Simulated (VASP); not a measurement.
# ZnSnN2 (P-4m2) in VASP: further runs, part 2 of 2

VASP 6.6.1. The steps go on from the part before.

**4. Single point, PBE**

This run uses another cell than the first one, of 14.17 Å³/atom, 1.064 times its volume.

Input file INCAR:

```
PREC = Accurate ; ENCUT = 520
EDIFF = 1E-7 ; ISMEAR = -1
SIGMA = 0.02 ; LREAL = F
LASPH = T ; NELM = 60
ALGO = Normal ; ISIF = 2
LWAVE = F ; LCHARG = T
GGA = PE ; LELF = T
LVHAR = T ; NBANDS = 46
```

Input file KPOINTS:

```
regular mesh
0
Gamma
  6 6 2
```

Input file POSCAR:

```
ZnSnN2
1.0
    3.4990564168      0.0000000000      0.0000000000
    0.0000000000      3.4990564168      0.0000000000
    0.0000000000      0.0000000000      9.2579704256
Zn N Sn
2 4 2
Direct
    0.5000000000      0.0000000000      0.9038118136
    0.0000000000      0.5000000000      0.0961881864
    0.5000000000      0.5000000000      0.0000000000
    0.0000000000      0.0000000000      0.2426800014
    0.5000000000      0.5000000000      0.5000000000
    0.0000000000      0.0000000000      0.7573199986
    0.5000000000      0.0000000000      0.3559829609
    0.0000000000      0.5000000000      0.6440170391
```

Potentials or basis: VASP PAW PBE potentials, release 64 (Zn, N, Sn_d).

Command:

```bash
cat potpaw_PBE.64/Zn/POTCAR potpaw_PBE.64/N/POTCAR potpaw_PBE.64/Sn_d/POTCAR > POTCAR
mpirun -np 1 vasp_std > vasp.out
```

OUTCAR:

```text
PREC = Accurate
   ENCUT = 520
   EDIFF = 1E-7
   ISMEAR = -1
   LREAL = F
   LASPH = T
   NELM = 60
   ISIF = 2
   GGA = PE

 ion  position               nearest neighbor table
   1  0.500  0.000  0.904-   3 1.96   3 1.96   6 2.21   6 2.21
   2  0.000  0.500  0.096-   3 1.96   3 1.96   4 2.21   4 2.21
   3  0.500  0.500  0.000-   1 1.96   2 1.96   1 1.96   2 1.96
   4  0.000  0.000  0.243-   7 2.04   7 2.04   2 2.21   2 2.21
   5  0.500  0.500  0.500-   7 2.20   8 2.20   7 2.20   8 2.20
   6  0.000  0.000  0.757-   8 2.04   8 2.04   1 2.21   1 2.21
   7  0.500  0.000  0.356-   4 2.04   4 2.04   5 2.20   5 2.20   8 3.64   8 3.64   8 3.64   8 3.64

   8  0.000  0.500  0.644-   6 2.04   6 2.04   5 2.20   5 2.20   7 3.64   7 3.64   7 3.64   7 3.64

  LATTYP: Found a simple tetragonal cell.
 ALAT       =     3.4990564168
 C/A-ratio  =     2.6458477152

  Lattice vectors:

 A1 = (   3.4990564168,   0.0000000000,   0.0000000000)
 A2 = (   0.0000000000,   3.4990564168,   0.0000000000)
 A3 = (   0.0000000000,   0.0000000000,   9.2579704256)

Analysis of symmetry for initial positions (statically):
=====================================================================
 Subroutine PRICEL returns:
 Original cell was already a primitive cell.

 Routine SETGRP: Setting up the symmetry group for a
 simple tetragonal supercell.

 Subroutine GETGRP returns: Found  8 space group operations
 (whereof  8 operations were pure point group operations)
 out of a pool of 16 trial point group operations.

The static configuration has the point symmetry D_2d.

Analysis of symmetry for dynamics (positions and initial velocities):
=====================================================================
 Subroutine PRICEL returns:
 Original cell was already a primitive cell.

 Routine SETGRP: Setting up the symmetry group for a
 simple tetragonal supercell.

 Subroutine GETGRP returns: Found  8 space group operations
 (whereof  8 operations were pure point group operations)
 out of a pool of 16 trial point group operations.
[... 133 lines left out ...]
   GGA     = PE    functional components
   LHFCALC =     F    Hartree Fock is set to
   AEXX    =    0.0000 exact exchange contribution
   IVDW    =     0    specifies the selected vdW correction
   LEPSILON=     F    determine dielectric tensor
   LRPA    =     F    only Hartree local field effects (RPA)
 non-spin polarized calculation
  energy-cutoff  :      520.00
  volume of cell :      113.35
 maximum number of plane-waves:      3131
 NGX is ok and might be reduce to    28
   NGX = 13   NGY = 13   NGZ = 35

 number of electron      72.0000027 magnetization

 Free energy of the ion-electron system (eV)
  ---------------------------------------------------
  ext. energy  EPLUGINS =         0.00000000
  ---------------------------------------------------
  free energy    TOTEN  =       -41.42543298 eV

  energy without entropy =      -41.42354212  energy(sigma->0) =      -41.42448755

 E-fermi :   5.5650     XC(G=0): -10.8465

 val. band max:        5.5301443265   @ k =   0.5000   0.0000   0.0000
 cond. band min:       6.0682473973   @ k =   0.1667   0.0000   0.0000
 fundamental gap:      0.5381030708
 Fermi energy:         5.5649535171

 k-point     1 :       0.0000    0.0000    0.0000
  band No.  band energies     occupation
      1     -16.7798      2.00000
      2     -16.7091      2.00000
      3     -16.5581      2.00000
      4     -16.5581      2.00000
      5     -16.5141      2.00000
      6     -16.4920      2.00000
[... 969 lines left out ...]
     45      13.6917      0.00000
     46      13.6917      0.00000

------------------------ aborting loop because EDIFF is reached ----------------------------------------

  FORCE on cell =-STRESS in cart. coord.  units (eV):
  Direction    XX          YY          ZZ          XY          YZ          ZX
  --------------------------------------------------------------------------------------
  -------------------------------------------------------------------------------------
  Total        0.2725289      0.2725289      0.1965076      0.0000000      0.0000000      0.0000000
  in kB        3.8521699      3.8521699      2.7776163      0.0000000      0.0000000      0.0000000
  external PRESSURE =       3.4939854 kB  Pullay stress =       0.0000000 kB

 VOLUME and BASIS-vectors are now :
 -----------------------------------------------------------------------------
  energy-cutoff  :      520.00
  volume of cell :      113.35
      direct lattice vectors                 reciprocal lattice vectors
     3.499056417  0.000000000  0.000000000     0.285791334  0.000000000  0.000000000
     0.000000000  3.499056417  0.000000000     0.000000000  0.285791334  0.000000000
     0.000000000  0.000000000  9.257970426     0.000000000  0.000000000  0.108015035

 POSITION                                       TOTAL-FORCE (eV/Angst)
 -----------------------------------------------------------------------------------
      1.74953      0.00000      8.36746         0.000000      0.000000     -0.054419
      0.00000      1.74953      0.89051        -0.000000      0.000000      0.054419
      1.74953      1.74953      0.00000        -0.000000     -0.000000      0.000000
      0.00000      0.00000      2.24672        -0.000000      0.000000      0.007851
      1.74953      1.74953      4.62899        -0.000000     -0.000000      0.000000
      0.00000      0.00000      7.01125        -0.000000      0.000000     -0.007851
      1.74953      0.00000      3.29568         0.000000      0.000000     -0.015735
      0.00000      1.74953      5.96229        -0.000000      0.000000      0.015735
 -----------------------------------------------------------------------------------
    total drift:                                0.000000     -0.000000     -0.000000

  FREE ENERGIE OF THE ION-ELECTRON SYSTEM (eV)
  ---------------------------------------------------
  free  energy   TOTEN  =       -41.4254329816 eV

  energy  without entropy=      -41.4235421171  energy(sigma->0) =      -41.42448755
```

OSZICAR:

```text
N       E                     dE             d eps       ncg     rms          rms(c)
DAV:   1     0.802073882227E+03    0.80207E+03   -0.33959E+04  1902   0.238E+03
DAV:   2     0.102305932223E+03   -0.69977E+03   -0.67161E+03  1848   0.616E+02
DAV:   3    -0.384980420670E+02   -0.14080E+03   -0.13688E+03  1982   0.224E+02
DAV:   4    -0.495732667902E+02   -0.11075E+02   -0.10936E+02  2256   0.658E+01
DAV:   5    -0.498710725043E+02   -0.29781E+00   -0.29714E+00  2150   0.119E+01    0.186E+01
DAV:   6    -0.409303893715E+02    0.89407E+01   -0.27191E+01  3138   0.733E+01    0.874E+00
DAV:   7    -0.415686704284E+02   -0.63828E+00   -0.79239E+00  1996   0.163E+01    0.572E+00
DAV:   8    -0.414871967847E+02    0.81474E-01   -0.12579E+00  2598   0.689E+00    0.215E+00
DAV:   9    -0.414246812414E+02    0.62516E-01   -0.35796E-01  2610   0.477E+00    0.536E-01
DAV:  10    -0.414251154113E+02   -0.43417E-03   -0.42390E-02  2188   0.120E+00    0.335E-01
DAV:  11    -0.414253317681E+02   -0.21636E-03   -0.74645E-03  2402   0.465E-01    0.157E-01
DAV:  12    -0.414253841907E+02   -0.52423E-04   -0.11682E-03  2482   0.264E-01    0.610E-02
DAV:  13    -0.414254466875E+02   -0.62497E-04   -0.20199E-04  2166   0.795E-02    0.338E-02
DAV:  14    -0.414254347228E+02    0.11965E-04   -0.30421E-05  2162   0.295E-02    0.173E-02
DAV:  15    -0.414254326397E+02    0.20831E-05   -0.11526E-05  2732   0.274E-02    0.552E-03
DAV:  16    -0.414254329479E+02   -0.30825E-06   -0.41189E-06  2214   0.142E-02    0.193E-03
DAV:  17    -0.414254330779E+02   -0.12998E-06   -0.40937E-07  1932   0.668E-03    0.891E-04
DAV:  18    -0.414254329816E+02    0.96272E-07   -0.13962E-07  1428   0.356E-03
   1 F= -.41425433E+02 E0= -.41424488E+02  d E =-.189086E-02
```

stdout:

```text
POSCAR found type information on POSCAR ZnN Sn
 POSCAR found :  3 types and       8 ions
 scaLAPACK will be used
 LDA part: xc-table for (Slater+PW92), standard interpolation
 POSCAR, INCAR and KPOINTS ok, starting setup
 FFT: planning ... GRIDC
 FFT: planning ... GRID_SOFT
 FFT: planning ... GRID
 WAVECAR not read
 entering main loop
```

Run time: 2.7 min. Hardware: 1 thread of Intel Xeon Platinum 8488C (Sapphire Rapids), shared host; peak memory 0.27 GiB.

Results:

| Item | Value |
| --- | --- |
| Free energy | -41.4254 eV |
| Pressure | 0.3 GPa |
| Largest force | 0.054 eV/Å |
| Band gap on the k mesh | zero (band 36 reaches 5.53 eV, above the bottom of band 37 at 5.43 eV) |

Forces on the atoms (eV/Å):
```
Zn   0.000  0.000 -0.054
Zn   0.000  0.000  0.054
N    0.000  0.000  0.000
N    0.000  0.000  0.008
N    0.000  0.000  0.000
N    0.000  0.000 -0.008
Sn   0.000  0.000 -0.016
Sn   0.000  0.000  0.016
```

Stress tensor (GPa, compression positive):
```
0.39 0.00 0.00
0.00 0.39 0.00
0.00 0.00 0.28
```

Caveat: spin-orbit coupling is left out, which moves the levels of the heavy elements.

**5. Overview**

| cell | gap on the mesh (eV) | pressure (GPa) | largest force (eV/Å) |
| --- | --- | --- | --- |
| a = 3.428, b = 3.428, c = 9.069 Å, 8 atoms | none | 9.7 | 0.27 |
| a = 3.464, b = 3.464, c = 9.164 Å, 8 atoms | none | 4.6 | 0.12 |
| a = 3.499, b = 3.499, c = 9.258 Å, 8 atoms | none | 0.3 | 0.05 |

Alike in all rows: task single point; level PBE; potentials or basis VASP PAW PBE potentials, release 64 (Zn, N, Sn_d); no spin polarisation; k mesh 6 × 6 × 2; cutoff (eV) 520; smearing fermi-dirac 0.02 eV.

Caveats: spin-orbit coupling is left out, which moves the levels of the heavy elements.

Absolute energies hang on the potentials; compare differences alone.
